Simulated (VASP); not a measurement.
Set up this calculation in VASP 6.6.1, as the native input.

```yaml
Task: single point
Functional: LDA
Potentials_or_basis: VASP PAW LDA potentials, release 64 (W_sv, Se)
Cutoff: 400 eV
k_mesh: 8 × 8 × 1
Occupations: gaussian, width 0.05 eV
Spin: collinear spin
Starting_moments: "[2.0, 2.0, 2.0, 2.0, 0.0, 0.0, 0.0, 0.0, 0.0, 0.0, 0.0, 0.0] μB"
Dipole_correction: yes
Further_INCAR_settings: ALGO = Normal; EDIFF = 1e-06; NBANDS = 68; NELMDL = -8
```

The structure of WSe2 lies in POSCAR:

```
WSe2
1.0
    3.2497407703      0.0000000000      0.0000000000
   -1.6248703851      2.8143580628      0.0000000000
    0.0000000000      0.0000000000     38.5668522210
W Se
4 8
Direct
    0.6666666667      0.3333333333      0.2507350367
    0.3333333333      0.6666666667      0.4169530197
    0.6666666667      0.3333333333      0.5830469489
    0.3333333333      0.6666666667      0.7492649940
    0.3333333333      0.6666666667      0.2076138427
    0.3333333333      0.6666666667      0.2939615687
    0.3333333333      0.6666666667      0.5398269921
    0.6666666667      0.3333333333      0.3737333490
    0.3333333333      0.6666666667      0.6262666222
    0.6666666667      0.3333333333      0.4601729756
    0.6666666667      0.3333333333      0.7060384618
    0.6666666667      0.3333333333      0.7923861885
```

The input as run:

INCAR

```
PREC = Accurate
ENCUT = 400
EDIFF = 1E-6
ISMEAR = 0
SIGMA = 0.05
LREAL = F
LASPH = T
NELM = 200
ALGO = Normal
ISIF = 2
LWAVE = F
LCHARG = F
ISPIN = 2
MAGMOM = 2 2 2 2 0 0 0 0 0 0 0 0
LORBIT = 11
LMAXMIX = 4
LDIPOL = T
IDIPOL = 3
DIPOL = 0.5 0.5 0.500
GGA = CA
NBANDS = 68
GGA_COMPAT = F
NELMDL = -8
```

KPOINTS

```
regular mesh
0
Gamma
  8 8 1
```

Potentials or basis: VASP PAW LDA potentials, release 64 (W_sv, Se).

Launch:

```sh
$ cat potpaw_LDA.64/W_sv/POTCAR potpaw_LDA.64/Se/POTCAR > POTCAR
$ mpirun -np 1 vasp_std > vasp.out
```

It gave:

| Quantity | Value |
| --- | --- |
| Largest force | 0.113 eV/Å |
| Band gap on the k mesh | 1.12 eV (least direct gap 2.00 eV) |
| Net moment | 0.00 μB per cell |
| Valence electrons inside the program's atomic spheres | W 12.07; Se 3.92 |

Caveat: spin-orbit coupling is left out, which moves the levels of the heavy elements.

Wall time 24 min on 1 thread of AMD EPYC 7R13, with other jobs on the host, peak memory 0.45 GiB.
